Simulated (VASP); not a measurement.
# ZnSe (F-43m) in VASP: a series of runs

Runs on ZnSe. Level: PBE. Tasks: relaxation of cell and atoms, single point.

All numbers are computed with VASP 6.6.1; they aren't measurements. Logs are shortened: lines on timing, memory, paths and dates and some standing lists are left out, and cuts for length are marked.

**1. The cell of the first run**

Symmetry: F-43m, No. 216, cubic system. Conventional cell: a = 5.665 Å, b = 5.665 Å, c = 5.665 Å, α = 90.00°, β = 90.00°, γ = 90.00°. Within 3.2 Å of Zn (site symmetry -43m) lie 4 Se at 2.45 Å. Se (site symmetry -43m) has 4 Zn at 2.45 Å within 3.2 Å.

**2. Relaxation of cell and atoms, PBE**

INCAR reads:

```
SYSTEM = ZnSe
PREC     = Accurate       ! precision mode
ENCUT    = 500            ! plane-wave cutoff, eV
EDIFF    = 1E-7           ! SCF threshold, eV
ISMEAR   = 0              ! smearing method
SIGMA    = 0.1            ! smearing width, eV
LREAL    = .FALSE.        ! projectors in reciprocal space
LASPH    = .TRUE.         ! aspherical terms in the spheres
NELM     = 120            ! most SCF steps
ALGO     = Normal         ! electronic algorithm
ISIF     = 3              ! what is computed and relaxed
LWAVE    = .FALSE.        ! write WAVECAR
LCHARG   = .FALSE.        ! write CHGCAR
GGA      = PE             ! functional
IBRION   = 2              ! ionic algorithm
NSW      = 50             ! ionic steps
EDIFFG   = -0.01          ! ionic threshold
GGA_COMPAT= .FALSE.      
NELMIN   = 4
```

KPOINTS reads:

```
regular mesh
0
G
  4 4 4
  0 0 0
```

POSCAR reads:

```
ZnSe
1.0
    0.0000000000      2.8324425407      2.8324425407
    2.8324425407      0.0000000000      2.8324425407
    2.8324425407      2.8324425407      0.0000000000
Zn Se
1 1
Direct
    0.0000000000      0.0000000000      0.0000000000
    0.7500000000      0.7500000000      0.7500000000
```

Potentials or basis: VASP PAW PBE potentials, release 64 (Zn, Se).

Run with:

```bash
$ cat potpaw_PBE.64/Zn/POTCAR potpaw_PBE.64/Se/POTCAR > POTCAR
$ mpirun -np 1 vasp_std > vasp.out
```

OUTCAR:

```text
SYSTEM = ZnSe
   PREC = Accurate
   ENCUT = 500
   EDIFF = 1E-7
   ISMEAR = 0
   LREAL = .FALSE.
   LASPH = .TRUE.
   NELM = 120
   ISIF = 3
   GGA = PE
   IBRION = 2
   NSW = 50
   EDIFFG = -0.01
   NELMIN = 4

 ion  position               nearest neighbor table
   1  0.000  0.000  0.000-   2 2.45   2 2.45   2 2.45   2 2.45
   2  0.750  0.750  0.750-   1 2.45   1 2.45   1 2.45   1 2.45

  LATTYP: Found a face centered cubic cell.
 ALAT       =     5.6648850814

  Lattice vectors:

 A1 = (   0.0000000000,   2.8324425407,   2.8324425407)
 A2 = (   2.8324425407,   0.0000000000,   2.8324425407)
 A3 = (   2.8324425407,   2.8324425407,   0.0000000000)

Analysis of symmetry for initial positions (statically):
=====================================================================
 Subroutine PRICEL returns:
 Original cell was already a primitive cell.

 Routine SETGRP: Setting up the symmetry group for a
 face centered cubic supercell.

 Subroutine GETGRP returns: Found 24 space group operations
 (whereof 24 operations were pure point group operations)
 out of a pool of 48 trial point group operations.

The static configuration has the point symmetry T_d .

Analysis of symmetry for dynamics (positions and initial velocities):
=====================================================================
 Subroutine PRICEL returns:
 Original cell was already a primitive cell.

 Routine SETGRP: Setting up the symmetry group for a
 face centered cubic supercell.

 Subroutine GETGRP returns: Found 24 space group operations
 (whereof 24 operations were pure point group operations)
 out of a pool of 48 trial point group operations.

The dynamic configuration has the point symmetry T_d .

 Subroutine INISYM returns: Found 24 space group operations
 (whereof 24 operations are pure point group operations),
 and found     1 'primitive' translations

----------------------------------------------------------------------------------------

                                     Primitive cell

  volume of cell :      45.4478

  direct lattice vectors                    reciprocal lattice vectors
     0.000000000  2.832442541  2.832442541    -0.176526088  0.176526088  0.176526088
     2.832442541  0.000000000  2.832442541     0.176526088 -0.176526088  0.176526088
     2.832442541  2.832442541  0.000000000     0.176526088  0.176526088 -0.176526088

  length of vectors
     4.005678656  4.005678656  4.005678656     0.305752153  0.305752153  0.305752153

  position of ions in fractional coordinates (direct lattice)
     0.000000000  0.000000000  0.000000000
     0.750000000  0.750000000  0.750000000

  ion indices of the primitive-cell ions
   primitive index   ion index
                 1           1
                 2           2

----------------------------------------------------------------------------------------

 KPOINTS: regular mesh

Automatic generation of k-mesh.
 Grid dimensions read from file:
 generate k-points for:    4    4    4

 Generating k-lattice:

  Cartesian coordinates                     Fractional coordinates (reciprocal lattice)
    -0.044131522  0.044131522  0.044131522     0.250000000  0.000000000  0.000000000
     0.044131522 -0.044131522  0.044131522     0.000000000  0.250000000  0.000000000
     0.044131522  0.044131522 -0.044131522     0.000000000  0.000000000  0.250000000

  Length of vectors
     0.076438038  0.076438038  0.076438038

  Shift w.r.t. Gamma in fractional coordinates (k-lattice)
     0.000000000  0.000000000  0.000000000

 Subroutine IBZKPT returns following result:
 ===========================================

 Found      8 irreducible k-points:

 Following reciprocal coordinates:
            Coordinates               Weight
  0.000000  0.000000  0.000000      1.000000
  0.250000  0.000000  0.000000      8.000000
  0.500000  0.000000  0.000000      4.000000
  0.250000  0.250000  0.000000      6.000000
  0.500000  0.250000  0.000000     24.000000
 -0.250000  0.250000  0.000000     12.000000
  0.500000  0.500000  0.000000      3.000000
 -0.250000  0.500000  0.250000      6.000000
   k-points           NKPTS =      8   k-points in BZ     NKDIM =      8   number of bands    NBANDS=     13
   number of dos      NEDOS =    301   number of ions     NIONS =      2
   total plane-waves  NPLWV =  27000
   dimension x,y,z NGX =    30 NGY =   30 NGZ =   30
   dimension x,y,z NGXF=    60 NGYF=   60 NGZF=   60
   ions per type =               1   1
   NGX,Y,Z   is equivalent  to a cutoff of  12.45, 12.45, 12.45 a.u.
   NGXF,Y,Z  is equivalent  to a cutoff of  24.90, 24.90, 24.90 a.u.
 SYSTEM =  ZnSe
   PREC   = accura    normal or accurate (medium, high low for compatibility)
   ISTART =      0    job   : 0-new  1-cont  2-samecut
   ICHARG =      2    charge: 1-file 2-atom 10-const
   ISPIN  =      1    spin polarized calculation?
   LNONCOLLINEAR =      F non collinear calculations
   LSORBIT =      F    spin-orbit coupling
   LASPH  =      T    aspherical Exc in radial PAW
   ENCUT  =  500.0 eV  36.75 Ry    6.06 a.u.   7.30  7.30  7.30*2*pi/ulx,y,z
   NELM   =    120;   NELMIN=  4; NELMDL= -5     # of ELM steps
   EDIFF  = 0.1E-06   stopping-criterion for ELM
   LREAL  =      F    real-space projection
   EDIFFG = -.1E-01   stopping-criterion for IOM
   NSW    =     50    number of steps for IOM
   IBRION =      2    ionic relax: 0-MD 1-quasi-New 2-CG
   NFREE  =      1    steps in history (QN), initial steepest desc. (CG)
   ISIF   =      3    stress and relaxation
   ISYM   =      2    0-nonsym 1-usesym 2-fastsym
   POTIM  = 0.5000    time-step for ionic-motion
   TEBEG  =    0.0;   TEEND  =   0.0 temperature during run
   PSTRESS=    0.0 pullay stress
   NELECT =      18.0000    total number of electrons
   NUPDOWN=      -1.0000    fix difference up-down
   EMIN   =  10.00;   EMAX   =-10.00  energy-range for DOS
   EFERMI =   0.00;   METHOD = LEGACY
   ISMEAR =     0;   SIGMA  =   0.10  broadening in eV -4-tet -1-fermi 0-gaus
   EFERMI_NEDOS =   21; number of points for ismear=-14 and -15
   IALGO  =     38    algorithm
   IMIX   =      4    mixing-type and parameters
     AMIX     =   0.40;   BMIX     =  1.00
     AMIX_MAG =   1.60;   BMIX_MAG =  1.00
  volume/ion in A,a.u.               =      22.72       153.35
  Fermi-wavevector in a.u.,A,eV,Ry     =   1.202249  2.271922 19.665909  1.445404
  Thomas-Fermi vector in A             =   2.338036
   LORBIT       =      0    0 simple, 1 ext, 2 COOP (PROOUT), +10 PAW based schemes
   GGA     = PE    functional components
   LHFCALC =     F    Hartree Fock is set to
   AEXX    =    0.0000 exact exchange contribution
   IVDW    =     0    specifies the selected vdW correction
   LEPSILON=     F    determine dielectric tensor
   LRPA    =     F    only Hartree local field effects (RPA)
 conjugate gradient relaxation of ions
 non-spin polarized calculation
 Gauss-broadening in eV      SIGMA  =   0.10
  energy-cutoff  :      500.00
  volume of cell :       45.45
 maximum number of plane-waves:      1174
 NGX is ok and might be reduce to    30
   NGX = 15   NGY = 15   NGZ = 15

--------------------------------------- Ionic step        1  -------------------------------------------

 number of electron      18.0000011 magnetization

 Free energy of the ion-electron system (eV)
  ---------------------------------------------------
  ext. energy  EPLUGINS =         0.00000000
  ---------------------------------------------------
  free energy    TOTEN  =        -5.95190537 eV

  energy without entropy =       -5.95190537  energy(sigma->0) =       -5.95190537

------------------------ aborting loop because EDIFF is reached ----------------------------------------

  FORCE on cell =-STRESS in cart. coord.  units (eV):
  Direction    XX          YY          ZZ          XY          YZ          ZX
  --------------------------------------------------------------------------------------
  -------------------------------------------------------------------------------------
  Total        0.7903309      0.7903309      0.7903309      0.0000000     -0.0000000      0.0000000
  in kB       27.8616100     27.8616100     27.8616100      0.0000000     -0.0000000      0.0000000
  external PRESSURE =      27.8616100 kB  Pullay stress =       0.0000000 kB

 VOLUME and BASIS-vectors are now :
 -----------------------------------------------------------------------------
  energy-cutoff  :      500.00
  volume of cell :       45.45
      direct lattice vectors                 reciprocal lattice vectors
     0.000000000  2.832442541  2.832442541    -0.176526088  0.176526088  0.176526088
     2.832442541  0.000000000  2.832442541     0.176526088 -0.176526088  0.176526088
     2.832442541  2.832442541  0.000000000     0.176526088  0.176526088 -0.176526088
[... 37 lines left out ...]
 POSITION                                       TOTAL-FORCE (eV/Angst)
 -----------------------------------------------------------------------------------
      2.88644      2.88644      0.00000         0.000000      0.000000      0.000000
      4.32966      4.32966      4.32966        -0.000000     -0.000000     -0.000000
 -----------------------------------------------------------------------------------
    total drift:                                0.000000      0.000000      0.000000

  FREE ENERGIE OF THE ION-ELECTRON SYSTEM (eV)
  ---------------------------------------------------
  free  energy   TOTEN  =        -5.9676881880 eV

  energy  without entropy=       -5.9676881880  energy(sigma->0) =       -5.96768819

--------------------------------------- Ionic step        3  -------------------------------------------

 number of electron      18.0000014 magnetization

 Free energy of the ion-electron system (eV)
  ---------------------------------------------------
  ext. energy  EPLUGINS =         0.00000000
  ---------------------------------------------------
  free energy    TOTEN  =        -5.96897779 eV

  energy without entropy =       -5.96897779  energy(sigma->0) =       -5.96897779

 E-fermi :   1.7560     XC(G=0):  -9.1140

 val. band max:        1.2873601662   @ k =   0.0000   0.0000   0.0000
 cond. band min:       2.3947509290   @ k =   0.0000   0.0000   0.0000
 fundamental gap:      1.1073907628
 Fermi energy:         1.7560182765

 k-point     1 :       0.0000    0.0000    0.0000
  band No.  band energies     occupation
      1     -11.7026      2.00000
      2      -5.1430      2.00000
      3      -5.1430      2.00000
      4      -5.1430      2.00000
      5      -4.8136      2.00000
      6      -4.8136      2.00000
      7       1.2874      2.00000
      8       1.2874      2.00000
      9       1.2874      2.00000
     10       2.3948      0.00000
     11       7.0758      0.00000
     12       7.0758      0.00000
     13       7.0758      0.00000

 k-point     2 :       0.2500    0.0000    0.0000
  band No.  band energies     occupation
      1     -11.3695      2.00000
      2      -5.0973      2.00000
      3      -5.0973      2.00000
      4      -5.0745      2.00000
      5      -4.8133      2.00000
      6      -4.8133      2.00000
      7      -1.6642      2.00000
      8       0.8435      2.00000
      9       0.8435      2.00000
     10       3.9068      0.00000
     11       7.6818      0.00000
[... 118 lines left out ...]
 POSITION                                       TOTAL-FORCE (eV/Angst)
 -----------------------------------------------------------------------------------
      0.00000      0.00000      0.00000        -0.000000     -0.000000     -0.000000
      4.31155      4.31155      4.31155         0.000000      0.000000      0.000000
 -----------------------------------------------------------------------------------
    total drift:                                0.000000      0.000000      0.000000

  FREE ENERGIE OF THE ION-ELECTRON SYSTEM (eV)
  ---------------------------------------------------
  free  energy   TOTEN  =        -5.9689777897 eV

  energy  without entropy=       -5.9689777897  energy(sigma->0) =       -5.96897779

 reached required accuracy - stopping structural energy minimisation
```

It took 37 s on 1 thread of AMD EPYC 7R13, shared host; peak memory 0.14 GiB.

What came out:

* Free energy: -5.9690 eV
* Relaxed volume: 23.75 Å³/atom
* Relaxed cell: a = 4.065 Å, b = 4.065 Å, c = 4.065 Å, α = 60.00°, β = 60.00°, γ = 60.00°
* Space group after relaxing (to 0.05 Å): F-43m (No. 216)
* Energy gained by relaxing: 8.5 meV/atom
* Ionic steps: 3
* Pressure after relaxing: 0.0 GPa
* Band gap on the k mesh: 1.11 eV, direct

Step by step:
| step | energy change (eV) | largest force (eV/Å) | pressure (GPa) | volume (Å³) |
| --- | --- | --- | --- | --- |
| 1 | 0.0000 | 0.0000 | 2.79 | 45.45 |
| 2 | -0.0158 | 0.0000 | -0.68 | 48.10 |
| 3 | -0.0171 | 0.0000 | 0.01 | 47.50 |

Final structure:
```
Zn Se
1.0
     0.00000    2.87437    2.87437
     2.87437    0.00000    2.87437
     2.87437    2.87437    0.00000
Zn Se
1 1
Direct
  0.00000 0.00000 0.00000
  0.75000 0.75000 0.75000
```

Levels at points of the mesh, in eV from the valence-band top:
| k point | band 7 | band 8 | band 9 | band 10 | band 11 | band 12 |
| --- | --- | --- | --- | --- | --- | --- |
| (0.00, 0.00, 0.00) | 0.00 | 0.00 | 0.00 | 1.11 | 5.79 | 5.79 |
| (0.50, 0.00, 0.00) | -4.97 | -0.81 | -0.81 | 2.45 | 6.36 | 6.36 |
| (0.50, 0.50, 0.00) | -4.59 | -2.04 | -2.04 | 3.06 | 3.44 | 10.44 |

Caveat: the k points lie up to 0.47 Å⁻¹ apart in the final cell.

**3. Single point, PBE, collinear spin, ferromagnetic start**

INCAR reads:

```
ALGO     = Normal         # electronic algorithm
EDIFF    = 1E-6           # SCF threshold, eV
ENCUT    = 500            # plane-wave cutoff, eV
GGA      = PE             # functional
GGA_COMPAT= F            
ISIF     = 2              # what is computed and relaxed
ISMEAR   = -1             # smearing method
ISPIN    = 2              # spin polarisation
LASPH    = T              # aspherical terms in the spheres
LCHARG   = F              # write CHGCAR
LORBIT   = 11             # projections on sites
LREAL    = F              # projectors in reciprocal space
LWAVE    = F              # write WAVECAR
MAGMOM   = 0 5            # initial moments
NBANDS   = 20             # bands
NELM     = 200            # most SCF steps
PREC     = Accurate       # precision mode
SIGMA    = 0.1            # smearing width, eV
```

KPOINTS reads:

```
k-points
0
Gamma
  4 4 4
```

POSCAR is that of step 2.

Potentials or basis: VASP PAW PBE potentials, release 64 (Zn, Se).

Run with:

```bash
$ cat potpaw_PBE.64/Zn/POTCAR potpaw_PBE.64/Se/POTCAR > POTCAR
$ mpirun -np 1 vasp_std > vasp.out
```

It took 38 s on 1 thread of AMD EPYC 7R13, shared host; peak memory 0.15 GiB.

Results (log left out):

- Free energy: -5.9519 eV
- Pressure: 2.8 GPa
- Band gap on the k mesh: 1.28 eV, direct
- Net moment: 0.00 μB per cell
- Valence electrons inside the program's atomic spheres: Zn 10.77; Se 3.91

Levels at points of the mesh, in eV from the valence-band top:
Spin up:
```tsv
k point	band 6	band 7	band 8	band 9	band 10	band 11	band 12	band 13
(0.00, 0.00, 0.00)	-6.21	0.00	0.00	0.00	1.28	5.78	5.78	5.78
(0.50, 0.00, 0.00)	-6.05	-5.25	-0.87	-0.87	2.53	6.36	6.36	8.57
(0.50, 0.50, 0.00)	-6.03	-4.78	-2.20	-2.20	2.96	3.44	10.75	11.24
```
Spin down:
| k point | band 5 | band 6 | band 7 | band 8 | band 9 | band 10 | band 11 | band 12 | band 13 | band 14 |
| --- | --- | --- | --- | --- | --- | --- | --- | --- | --- | --- |
| (0.00, 0.00, 0.00) | -6.21 | -6.21 | 0.00 | 0.00 | 0.00 | 1.28 | 5.78 | 5.78 | 5.78 | 9.92 |
| (0.50, 0.00, 0.00) | -6.19 | -6.05 | -5.25 | -0.87 | -0.87 | 2.53 | 6.36 | 6.36 | 8.57 | 10.97 |
| (0.50, 0.50, 0.00) | -6.16 | -6.03 | -4.78 | -2.20 | -2.20 | 2.96 | 3.44 | 10.75 | 11.24 | 11.24 |

Caveat: the k points lie up to 0.48 Å⁻¹ apart.
